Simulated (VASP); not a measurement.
# CuO (C2/c) in VASP: notebook

The runs below take CuO through single point, with PBE+U.

All numbers are computed with VASP 6.6.1; they aren't measurements. Logs are shortened: lines on timing, memory, paths and dates and some standing lists are left out, and cuts for length are marked.

### Step 1. The cell of the first run

The structure is monoclinic, space group C2/c (No. 15). The conventional cell has a = 4.683 Å, b = 3.420 Å, c = 5.124 Å, α = 90.00°, β = 99.71°, γ = 90.00°. O (site symmetry 2) has 4 Cu at 1.95 to 1.96 Å within 2.6 Å. Within 2.6 Å of Cu (site symmetry -1) lie 4 O at 1.95 to 1.96 Å.

### Step 2. Single point, PBE+U, collinear spin, antiferromagnetic start

INCAR reads:

```
SYSTEM = CuO
  ALGO = Normal
  EDIFF = 1E-7
  ENCUT = 520
  GGA = PE
  ISIF = 2
  ISMEAR = -1
  ISPIN = 2
  ISYM = 0
  LASPH = .True.
  LCHARG = .False.
  LDAU = .True.
  LDAUJ = 0 0
  LDAUL = -1 2
  LDAUPRINT = 1
  LDAUTYPE = 2
  LDAUU = 0 4
  LMAXMIX = 4
  LORBIT = 11
  LREAL = .False.
  LWAVE = .False.
  MAGMOM = 0 0 0.58 -0.58
  NBANDS = 29
  NELM = 150
  PREC = Accurate
  SIGMA = 0.1
```

KPOINTS reads:

```
k-points
0
Gamma
  7 7 4
  0 0 0
```

POSCAR reads:

```
CuO
1.0
    2.3415000000     -1.7101500000      0.0000000000
    2.3415000000      1.7101500000      0.0000000000
   -0.8640400000      0.0000000000      5.0511300000
O Cu
2 2
Direct
    0.5830000000      0.4170000000      0.2500000000
    0.4170000000      0.5830000000      0.7500000000
    0.0000000000      0.5000000000      0.0000000000
    0.5000000000      0.0000000000      0.5000000000
```

Potentials or basis: VASP PAW PBE potentials, release 64 (O, Cu).

Started as:

```
cat potpaw_PBE.64/O/POTCAR potpaw_PBE.64/Cu/POTCAR > POTCAR
mpirun -np 1 vasp_std > vasp.out
```

OUTCAR:

```text
SYSTEM = CuO
   EDIFF = 1E-7
   ENCUT = 520
   GGA = PE
   ISIF = 2
   ISMEAR = -1
   ISPIN = 2
   ISYM = 0
   LASPH = .True.
   LORBIT = 11
   LREAL = .False.
   NELM = 150
   PREC = Accurate

 ion  position               nearest neighbor table
   1  0.583  0.417  0.250-   4 1.95   3 1.95   4 1.96   3 1.96
   2  0.417  0.583  0.750-   3 1.95   4 1.95   4 1.96   3 1.96
   3  0.000  0.500  0.000-   1 1.95   2 1.95   2 1.96   1 1.96
   4  0.500  0.000  0.500-   2 1.95   1 1.95   2 1.96   1 1.96

IMPORTANT INFORMATION: All symmetrisations will be switched off!
NOSYMM: (Re-)initialisation of all symmetry stuff for point group C_1.

----------------------------------------------------------------------------------------

                                     Primitive cell

  volume of cell :      40.4526

  direct lattice vectors                    reciprocal lattice vectors
     2.341500000 -1.710150000  0.000000000     0.213538330 -0.292372014  0.036527601
     2.341500000  1.710150000  0.000000000     0.213538330  0.292372014  0.036527601
    -0.864040000  0.000000000  5.051130000     0.000000000  0.000000000  0.197975503

  length of vectors
     2.899523284  2.899523284  5.124497966     0.363887728  0.363887728  0.197975503

  position of ions in fractional coordinates (direct lattice)
     0.583000000  0.417000000  0.250000000
     0.417000000  0.583000000  0.750000000
     0.000000000  0.500000000  0.000000000
     0.500000000  0.000000000  0.500000000

  ion indices of the primitive-cell ions
   primitive index   ion index
                 1           1
                 2           2
                 3           3
                 4           4

----------------------------------------------------------------------------------------

 KPOINTS: k-points

Automatic generation of k-mesh.
 Grid dimensions read from file:
 generate k-points for:    7    7    4

 Generating k-lattice:

  Cartesian coordinates                     Fractional coordinates (reciprocal lattice)
     0.030505476 -0.041767431  0.005218229     0.142857143  0.000000000 -0.000000000
     0.030505476  0.041767431  0.005218229     0.000000000  0.142857143 -0.000000000
     0.000000000  0.000000000  0.049493876     0.000000000  0.000000000  0.250000000

  Length of vectors
     0.051983961  0.051983961  0.049493876

  Shift w.r.t. Gamma in fractional coordinates (k-lattice)
     0.000000000  0.000000000  0.000000000

 Subroutine IBZKPT returns following result:
 ===========================================

 Found     99 irreducible k-points:

 Following reciprocal coordinates:
            Coordinates               Weight
  0.000000  0.000000  0.000000      1.000000
  0.142857 -0.000000  0.000000      2.000000
  0.000000 -0.142857 -0.000000      2.000000
  0.285714 -0.000000 -0.000000      2.000000
  0.000000 -0.285714  0.000000      2.000000
  0.428571 -0.000000  0.000000      2.000000
[... 16 lines left out ...]
 -0.285714  0.285714  0.000000      2.000000
  0.428571  0.428571  0.000000      2.000000
 [... further k-points ...]
   k-points           NKPTS =     99   k-points in BZ     NKDIM =     99   number of bands    NBANDS=     29
   number of dos      NEDOS =    301   number of ions     NIONS =      4
[... 68 lines left out ...]
  0.0083 -0.0000  0.9713 -0.0000 -0.0013
 -0.0072 -0.0184 -0.0000  0.9973 -0.0097
  0.0021  0.0064 -0.0013 -0.0097  0.9719

spin component  2

  0.9551 -0.0319  0.0096  0.0358 -0.0121
 -0.0319  0.7960  0.0023  0.2399 -0.0782
  0.0096  0.0023  0.9725 -0.0026 -0.0004
  0.0358  0.2399 -0.0026  0.6395  0.1084
 -0.0121 -0.0782 -0.0004  0.1084  0.9360

 occupancies and eigenvectors

  o =  0.4254  v =  0.0000  0.0000  0.0000  0.0000  0.0000 -0.0927 -0.5659  0.0076  0.7788 -0.2542      0.0000  0.0000  0.0000  0.0000  0.0000  0.0000  0.0000  0.0000  0.0000  0.0000
  o =  0.9535  v =  0.0000  0.0000  0.0000  0.0000  0.0000  0.8581  0.1736 -0.4295  0.2065 -0.0799      0.0000  0.0000  0.0000  0.0000  0.0000  0.0000  0.0000  0.0000  0.0000  0.0000
  o =  0.9551  v =  0.8556  0.1609 -0.4432  0.1955 -0.0864  0.0000  0.0000  0.0000  0.0000  0.0000      0.0000  0.0000  0.0000  0.0000  0.0000  0.0000  0.0000  0.0000  0.0000  0.0000
  o =  0.9683  v = -0.0686 -0.1368 -0.1868 -0.4008 -0.8838  0.0000  0.0000  0.0000  0.0000  0.0000      0.0000  0.0000  0.0000  0.0000  0.0000  0.0000  0.0000  0.0000  0.0000  0.0000
  o =  0.9695  v =  0.1170 -0.7977 -0.2971 -0.3755  0.3475  0.0000  0.0000  0.0000  0.0000  0.0000      0.0000  0.0000  0.0000  0.0000  0.0000  0.0000  0.0000  0.0000  0.0000  0.0000
  o =  0.9707  v =  0.0000  0.0000  0.0000  0.0000  0.0000  0.0652 -0.6741 -0.3640 -0.5719 -0.2859      0.0000  0.0000  0.0000  0.0000  0.0000  0.0000  0.0000  0.0000  0.0000  0.0000
  o =  0.9713  v =  0.0000  0.0000  0.0000  0.0000  0.0000  0.1466 -0.3886 -0.0179  0.0319  0.9089      0.0000  0.0000  0.0000  0.0000  0.0000  0.0000  0.0000  0.0000  0.0000  0.0000
  o =  0.9764  v =  0.4839 -0.2419  0.8247 -0.1052 -0.1267  0.0000  0.0000  0.0000  0.0000  0.0000      0.0000  0.0000  0.0000  0.0000  0.0000  0.0000  0.0000  0.0000  0.0000  0.0000
  o =  0.9780  v =  0.0000  0.0000  0.0000  0.0000  0.0000 -0.4788  0.2100 -0.8262  0.1511  0.1454      0.0000  0.0000  0.0000  0.0000  0.0000  0.0000  0.0000  0.0000  0.0000  0.0000
  o =  1.0133  v = -0.1241 -0.5104 -0.0162  0.8056 -0.2733  0.0000  0.0000  0.0000  0.0000  0.0000      0.0000  0.0000  0.0000  0.0000  0.0000  0.0000  0.0000  0.0000  0.0000  0.0000

atom =   4  type =  2  l = 2

 onsite density matrix

spin component  1

  0.9551 -0.0319 -0.0096 -0.0358  0.0121
 -0.0319  0.7960 -0.0023 -0.2399  0.0782
 -0.0096 -0.0023  0.9725 -0.0026 -0.0004
 -0.0358 -0.2399 -0.0026  0.6395  0.1084
  0.0121  0.0782 -0.0004  0.1084  0.9360

spin component  2

  0.9613 -0.0000 -0.0083  0.0072 -0.0021
 -0.0000  0.9809  0.0000  0.0184 -0.0064
 -0.0083  0.0000  0.9713 -0.0000 -0.0013
  0.0072  0.0184 -0.0000  0.9973 -0.0097
 -0.0021 -0.0064 -0.0013 -0.0097  0.9719

 occupancies and eigenvectors

  o =  0.4254  v =  0.0927  0.5659  0.0076  0.7788 -0.2542  0.0000  0.0000  0.0000  0.0000  0.0000      0.0000  0.0000  0.0000  0.0000  0.0000  0.0000  0.0000  0.0000  0.0000  0.0000
  o =  0.9535  v =  0.8581  0.1736  0.4295 -0.2065  0.0799  0.0000  0.0000  0.0000  0.0000  0.0000      0.0000  0.0000  0.0000  0.0000  0.0000  0.0000  0.0000  0.0000  0.0000  0.0000
  o =  0.9551  v =  0.0000  0.0000  0.0000  0.0000  0.0000  0.8556  0.1609  0.4432 -0.1955  0.0864      0.0000  0.0000  0.0000  0.0000  0.0000  0.0000  0.0000  0.0000  0.0000  0.0000
  o =  0.9683  v =  0.0000  0.0000  0.0000  0.0000  0.0000  0.0686  0.1368 -0.1868 -0.4008 -0.8838      0.0000  0.0000  0.0000  0.0000  0.0000  0.0000  0.0000  0.0000  0.0000  0.0000
  o =  0.9695  v =  0.0000  0.0000  0.0000  0.0000  0.0000  0.1170 -0.7977  0.2971  0.3755 -0.3475      0.0000  0.0000  0.0000  0.0000  0.0000  0.0000  0.0000  0.0000  0.0000  0.0000
  o =  0.9707  v = -0.0652  0.6741 -0.3640 -0.5719 -0.2859  0.0000  0.0000  0.0000  0.0000  0.0000      0.0000  0.0000  0.0000  0.0000  0.0000  0.0000  0.0000  0.0000  0.0000  0.0000
  o =  0.9713  v =  0.1466 -0.3886  0.0179 -0.0318 -0.9089  0.0000  0.0000  0.0000  0.0000  0.0000      0.0000  0.0000  0.0000  0.0000  0.0000  0.0000  0.0000  0.0000  0.0000  0.0000
  o =  0.9764  v =  0.0000  0.0000  0.0000  0.0000  0.0000 -0.4839  0.2419  0.8247 -0.1052 -0.1267      0.0000  0.0000  0.0000  0.0000  0.0000  0.0000  0.0000  0.0000  0.0000  0.0000
  o =  0.9780  v =  0.4788 -0.2100 -0.8262  0.1511  0.1454  0.0000  0.0000  0.0000  0.0000  0.0000      0.0000  0.0000  0.0000  0.0000  0.0000  0.0000  0.0000  0.0000  0.0000  0.0000
  o =  1.0133  v =  0.0000  0.0000  0.0000  0.0000  0.0000  0.1241  0.5105 -0.0162  0.8056 -0.2733      0.0000  0.0000  0.0000  0.0000  0.0000  0.0000  0.0000  0.0000  0.0000  0.0000

 number of electron      34.0000000 magnetization       0.0000000

 Free energy of the ion-electron system (eV)
  ---------------------------------------------------
  ext. energy  EPLUGINS =         0.00000000
  ---------------------------------------------------
  free energy    TOTEN  =       -17.24100860 eV

  energy without entropy =      -17.23796729  energy(sigma->0) =      -17.23948794

 E-fermi :   5.5103     XC(G=0): -11.8769

 val. band max:        5.2047703226   @ k =   0.0000   0.0000   0.0000
 cond. band min:       5.8049303247   @ k =   0.2857   0.1429   0.5000
 fundamental gap:      0.6001600021
 Fermi energy:         5.5103079904

 spin component 1

 k-point     1 :       0.0000    0.0000    0.0000
  band No.  band energies     occupation
      1     -14.0194      1.00000
      2     -12.6377      1.00000
      3      -2.6767      1.00000
      4      -1.3126      1.00000
      5       0.2254      1.00000
      6       0.7504      1.00000
[... 1529 lines left out ...]
     28      23.6868      0.00000
     29      23.9642      0.00000

 [... further k-points ...]
[... 5 lines left out ...]
  --------------------------------------------------------------------------------------
  -------------------------------------------------------------------------------------
  Total        0.9407388      1.1542862      1.1683016     -0.0000256     -0.0000143     -0.0197096
  in kB       37.2591304     45.7169419     46.2720380     -0.0010155     -0.0005672     -0.7806252
  external PRESSURE =      43.0827034 kB  Pullay stress =       0.0000000 kB

 VOLUME and BASIS-vectors are now :
 -----------------------------------------------------------------------------
  energy-cutoff  :      520.00
  volume of cell :       40.45
      direct lattice vectors                 reciprocal lattice vectors
     2.341500000 -1.710150000  0.000000000     0.213538330 -0.292372014  0.036527601
     2.341500000  1.710150000  0.000000000     0.213538330  0.292372014  0.036527601
    -0.864040000  0.000000000  5.051130000     0.000000000  0.000000000  0.197975503

 POSITION                                       TOTAL-FORCE (eV/Angst)
 -----------------------------------------------------------------------------------
      2.12549     -0.28388      1.26278         0.000001      0.046331      0.000002
      1.69347      0.28388      3.78835        -0.000001     -0.046331     -0.000002
      1.17075      0.85508      0.00000        -0.000000     -0.000000      0.000001
      0.73873     -0.85508      2.52556         0.000000     -0.000000     -0.000001
 -----------------------------------------------------------------------------------
    total drift:                               -0.000000      0.000001      0.000000

  FREE ENERGIE OF THE ION-ELECTRON SYSTEM (eV)
  ---------------------------------------------------
  free  energy   TOTEN  =       -17.2410085994 eV

  energy  without entropy=      -17.2379672884  energy(sigma->0) =      -17.23948794

 total charge

# of ion       s       p       d       tot
------------------------------------------
    1        1.562   3.428   0.000   4.990
    2        1.562   3.428   0.000   4.990
    3        0.376   0.389   9.161   9.926
    4        0.376   0.389   9.161   9.926
--------------------------------------------------
tot          3.876   7.634  18.321  29.832

 magnetization (x)

# of ion       s       p       d       tot
------------------------------------------
    1        0.000  -0.000   0.000  -0.000
    2        0.000  -0.000   0.000  -0.000
    3       -0.006  -0.007   0.584   0.570
    4        0.006   0.007  -0.584  -0.570
--------------------------------------------------
tot          0.000  -0.000  -0.000  -0.000
```

Run time: 1.9 min. Hardware: 1 thread of Intel Xeon 6975P-C (Granite Rapids), shared host; peak memory 0.28 GiB.

What came out:

* Free energy: -17.2410 eV
* Pressure: 4.3 GPa
* Largest force: 0.046 eV/Å
* Band gap on the k mesh: 0.60 eV, indirect (least direct gap 0.88 eV)
* Net moment: 0.00 μB per cell
* Site moments: O -0.00; Cu +0.57, -0.57 μB
* Valence electrons inside the program's atomic spheres: O 4.99; Cu 9.93

Forces in eV/Å, atoms in the order of the input:
```
O    0.000  0.046  0.000
O    0.000 -0.046  0.000
Cu   0.000  0.000  0.000
Cu   0.000  0.000  0.000
```

Stress tensor (GPa, compression positive):
```
 3.73  0.00 -0.08
 0.00  4.57  0.00
-0.08  0.00  4.63
```

Eigenvalues of the final occupation matrices:
```tsv
site	spin	trace	eigenvalues
site 3 d	1	4.88	0.96 0.97 0.97 0.98 1.01
site 3 d	2	4.30	0.43 0.95 0.97 0.97 0.98
site 4 d	1	4.30	0.43 0.95 0.97 0.97 0.98
site 4 d	2	4.88	0.96 0.97 0.97 0.98 1.01
```

### Step 3. Single point, PBE+U, collinear spin, antiferromagnetic start

INCAR reads:

```
PREC = Accurate ; ENCUT = 520
EDIFF = 1E-6 ; ISMEAR = -1
SIGMA = 0.1 ; LREAL = False
LASPH = True ; NELM = 150
ALGO = Normal ; ISIF = 2
LWAVE = False ; LCHARG = False
ISPIN = 2 ; MAGMOM = 0 0 1.4 -1.4
LORBIT = 11 ; LMAXMIX = 4
LDAU = True ; LDAUTYPE = 2
LDAUL = -1 2 ; LDAUU = 0 4
LDAUJ = 0 0 ; LDAUPRINT = 1
GGA = PE ; NBANDS = 29
```

KPOINTS reads:

```
regular mesh
0
Gamma
  7 7 4
```

POSCAR is that of step 2.

Potentials or basis: VASP PAW PBE potentials, release 64 (O, Cu).

Started as:

```
cat potpaw_PBE.64/O/POTCAR potpaw_PBE.64/Cu/POTCAR > POTCAR
mpirun -np 1 vasp_std > vasp.out
```

Run time: 62 s. Hardware: 1 thread of Intel Xeon 6975P-C (Granite Rapids), shared host; peak memory 0.23 GiB.

It converged, with:

- Free energy: -17.2410 eV
- Pressure: 4.3 GPa
- Largest force: 0.046 eV/Å
- Band gap on the k mesh: 0.60 eV, indirect (least direct gap 0.88 eV)
- Net moment: 0.00 μB per cell
- Site moments: O +0.00; Cu +0.57, -0.57 μB
- Valence electrons inside the program's atomic spheres: O 4.99; Cu 9.93

Forces in eV/Å, atoms in the order of the input:
```
O    0.000  0.046  0.000
O    0.000 -0.046  0.000
Cu   0.000  0.000  0.000
Cu   0.000  0.000  0.000
```

Stress tensor (GPa, compression positive):
```
 3.74  0.00 -0.08
 0.00  4.59  0.00
-0.08  0.00  4.64
```

Levels at points of the mesh, in eV from the valence-band top:
Spin up:
| k point | band 14 | band 15 | band 16 | band 17 | band 18 | band 19 | band 20 | band 21 |
| --- | --- | --- | --- | --- | --- | --- | --- | --- |
| (0.00, 0.00, 0.00) | -2.42 | -2.23 | -1.90 | 0.00 | 1.84 | 2.07 | 6.65 | 8.67 |
| (0.00, 0.00, 0.50) | -2.88 | -1.57 | -1.52 | -0.34 | 1.59 | 4.35 | 4.44 | 12.16 |
Spin down:
```
           k point  band 14  band 15  band 16  band 17  band 18  band 19  band 20  band 21
(0.00, 0.00, 0.00)    -2.42    -2.23    -1.90     0.00     1.84     2.07     6.65     8.67
(0.00, 0.00, 0.50)    -2.88    -1.57    -1.52    -0.34     1.59     4.35     4.44    12.16
```

Eigenvalues of the final occupation matrices:
```
    site  spin  trace               eigenvalues
site 3 d     1   4.88  0.96 0.97 0.97 0.98 1.01
site 3 d     2   4.30  0.43 0.95 0.97 0.97 0.98
site 4 d     1   4.30  0.43 0.95 0.97 0.97 0.98
site 4 d     2   4.88  0.96 0.97 0.97 0.98 1.01
```

A k mesh can miss the band edges. The state reached can hang on the start; a lower one may exist.

(Part 1 of 2 ends here.)
